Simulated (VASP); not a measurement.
Here is a VASP 6.6.1 calculation.

The input INCAR:

```
PREC = Accurate
ENCUT = 520
EDIFF = 1E-7
ISMEAR = 0
SIGMA = 0.05
LREAL = False
LASPH = True
NELM = 100
ALGO = Normal
ISIF = 2
LWAVE = False
LCHARG = False
GGA = PE
NBANDS = 17
```

KPOINTS

```
regular mesh
0
Gamma
  8 8 8
```

POSCAR

```
TePb
1.0
    3.9677016060      0.0155974583      0.0401724936
    0.0155974583      3.9496397717     -0.0393269456
    0.0401724936     -0.0393269456      4.0187319817
Pb Te
1 1
Direct
   -0.0024046649     -0.0080901543      0.0046832297
    0.5024046649      0.5080901543      0.4953167703
```

Potentials or basis: VASP PAW PBE potentials, release 64 (Pb_d, Te).

Launch:

```bash
$ cat potpaw_PBE.64/Pb_d/POTCAR potpaw_PBE.64/Te/POTCAR > POTCAR
$ mpirun -np 1 vasp_std > vasp.out
```

Problem. Predict the pressure.

Solution. 0.8 GPa.

Problem. Predict the band gap on the k mesh.

Solution. Zero (band 10 reaches 6.87 eV, above the bottom of band 11 at 5.47 eV).

Stress tensor (GPa, compression positive):
```
 0.73 -0.11 -0.26
-0.11  0.88  0.20
-0.26  0.20  0.65
```

Caveat: the cell differs from its parent crystal (atoms moved at random and the cell strained at random); spin-orbit coupling is left out, which moves the levels of the heavy elements.
